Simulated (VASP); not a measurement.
Ga: relaxation of cell and atoms with RPBE

The system is Ga.

```xyz
1
Lattice="2.7165 0.0000 0.0000 0.0000 2.7165 0.0000 0.0000 0.0000 2.7165" Properties=species:S:1:pos:R:3 pbc="T T T"
Ga    0.0000    0.0000    0.0000
```

```
Program                : VASP 6.6.1
Task                   : relaxation of cell and atoms
Functional             : RPBE
Potentials or basis    : VASP PAW PBE potentials, release 64 (Ga_d)
Cutoff                 : 600 eV
k mesh                 : 10 × 10 × 10
Occupations            : fermi-dirac, width 0.05 eV
Spin                   : no spin polarisation
Dipole correction      : no
Further INCAR settings : ALGO = Fast; EDIFF = 1e-06; IBRION = 2; EDIFFG = -0.01; NSW = 60; ISIF = 3
```

```json
{
  "Relaxed volume": "21.16 Å³/atom",
  "Relaxed cell": "a = 2.766 Å, b = 2.766 Å, c = 2.766 Å, α = 90.00°, β = 90.00°, γ = 90.00°",
  "Space group after relaxing (to 0.05 Å)": "Pm-3m (No. 221)",
  "Energy gained by relaxing": "6.7 meV/atom",
  "Ionic steps": "4",
  "Pressure after relaxing": "0.0 GPa"
}
```

Step by step:
```tsv
step	energy change (eV)	largest force (eV/Å)	pressure (GPa)	volume (Å³)
1	0.0000	0.0000	2.02	20.05
2	-0.0061	0.0000	0.73	20.79
3	-0.0066	0.0000	-0.17	21.25
4	-0.0067	0.0000	-0.03	21.16
```

Final structure:
```yaml
crystal:
  lattice:
    - [2.76581, 0.00000, 0.00000]
    - [0.00000, 2.76581, 0.00000]
    - [0.00000, 0.00000, 2.76581]
  atoms:
    - { symbol: Ga, position: [0.00000, 0.00000, 0.00000] }
```

Levels at points of the mesh, in eV from the Fermi level:
```tsv
k point	band 3	band 4	band 5	band 6	band 7	band 8	band 9	band 10
(0.00, 0.00, 0.00)	-14.64	-14.64	-14.64	-10.21	8.60	8.60	8.60	11.47
(0.50, 0.00, 0.00)	-14.77	-14.77	-14.63	-6.11	-3.89	11.82	11.82	15.00
(0.50, 0.50, 0.00)	-14.75	-14.75	-14.52	-1.83	-0.61	-0.61	4.15	15.08
(0.50, 0.50, 0.50)	-14.94	-14.52	-14.52	2.51	2.51	2.51	3.22	7.96
```

Wall time 12 s on 1 thread of Intel(R) Xeon(R) 6975P-C (Granite Rapids), with other jobs on the host, peak memory 0.14 GiB.

Caveat: the PAW data sets were made with another functional, which shifts forces and pressure a little.
